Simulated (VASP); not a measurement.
A run of VASP 6.6.1:

The input INCAR:

```
SYSTEM = Mg3Sb2
  PREC = Accurate
  ENCUT = 600
  EDIFF = 1E-6
  ISMEAR = 0
  SIGMA = 0.01
  LREAL = .FALSE.
  LASPH = .TRUE.
  NELM = 120
  ALGO = Normal
  ISIF = 2
  LWAVE = .FALSE.
  LCHARG = .FALSE.
  GGA = CA
  NBANDS = 16
  GGA_COMPAT = .FALSE.
```

KPOINTS

```
Automatic mesh
0
G
  6 6 4
  0 0 0
```

POSCAR

```
Mg3Sb2
1.0
    4.5696659248      0.0000000000      0.0000000000
   -2.2848329624      3.9574467777      0.0000000000
    0.0000000000      0.0000000000      7.2399975018
Mg Sb
3 2
Direct
    0.3333333333      0.6666666667      0.6336571752
    0.6666666667      0.3333333333      0.3663428248
    0.0000000000      0.0000000000      0.0000000000
    0.3333333333      0.6666666667      0.2287531118
    0.6666666667      0.3333333333      0.7712468882
```

Potentials or basis: VASP PAW LDA potentials, release 64 (Mg, Sb).

Launch:

```console
$ cat potpaw_LDA.64/Mg/POTCAR potpaw_LDA.64/Sb/POTCAR > POTCAR
$ mpirun -np 1 vasp_std > vasp.out
```

Hardware: 1 thread of Intel Xeon 8259CL (shared host).

Problem. How long does it take, and how much memory?

Solution. It took 110 s on 1 thread of Intel Xeon 8259CL, with other jobs on the host, peak memory 0.26 GiB. Counts: scf iterations 13, k points 24.
